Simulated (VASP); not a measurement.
Crystal: Ti.

```
Ti
1.0
    -1.64100    1.64100    1.64100
     1.64100   -1.64100    1.64100
     1.64100    1.64100   -1.64100
Ti
1
Direct
  0.00000 0.00000 0.00000
```

* Program: VASP 6.6.1
* Task: relaxation of cell and atoms
* Functional: PBEsol
* Dispersion: D3(BJ)
* Potentials or basis: VASP PAW PBE potentials, release 64 (Ti_sv)
* Cutoff: 600 eV
* k mesh: 11 × 11 × 11
* Occupations: fermi-dirac, width 0.05 eV
* Spin: no spin polarisation

At the start: pressure -12.3 GPa; volume 17.68 Å³/atom.

Problem. How do energy, volume and symmetry change on relaxing?

Solution. Over 3 steps the energy falls by 88.9 meV/atom and the volume is 15.59 Å³/atom (-11.8 %); space group Im-3m (No. 229, to 0.05 Å).

The path:
```
step  energy change (eV)  largest force (eV/Å)  pressure (GPa)  volume (Å³)
   1              0.0000                0.0000          -12.33        17.68
   2             -0.0521                0.0000           10.62        14.42
   3             -0.0889                0.0000            0.00        15.59
```

Final structure:
```
CELL_PARAMETERS angstrom
-1.57365 1.57365 1.57365
1.57365 -1.57365 1.57365
1.57365 1.57365 -1.57365
ATOMIC_POSITIONS crystal
Ti 0.00000 0.00000 0.00000
```

Caveat: the PAW data sets were made with another functional, which shifts forces and pressure a little; the volume moved by -12 % from the deposited cell, more than functionals usually miss; pairwise dispersion overbinds metals, which lowers pressure and volume.
